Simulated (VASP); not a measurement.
Crystal: SiC.

```
CELL_PARAMETERS angstrom
3.08889 0.00000 0.00000
-1.54444 2.67506 0.00000
0.00000 0.00000 5.07032
ATOMIC_POSITIONS crystal
Si 0.33333 0.66667 0.49959
Si 0.66667 0.33333 0.99959
C 0.33333 0.66667 0.87541
C 0.66667 0.33333 0.37541
```

This cell differs from its parent crystal: strain +0.4%.

Base run:

| Quantity | Value |
| --- | --- |
| Program | VASP 6.6.1 |
| Functional | PBE |
| Potentials or basis | VASP PAW PBE potentials, release 64 (Si, C) |
| Cutoff | 520 eV |
| k mesh | 12 × 12 × 6 |
| Occupations | fermi-dirac, width 0.02 eV |
| Spin | no spin polarisation |

Its results: band gap on the k mesh 2.30 eV, indirect (least direct gap 3.95 eV); pressure 0.5 GPa.

The run is repeated on the same cell with these changes: functional from PBE to r2SCAN; occupations from fermi-dirac, width 0.02 eV to gaussian, width 0.01 eV. What comes out?

Band gap on the k mesh 2.68 eV, indirect (least direct gap 4.45 eV); pressure -3.1 GPa.

Caveats: the PAW data sets were made with another functional, which shifts forces and pressure a little (some runs).

A k mesh can miss the band edges.
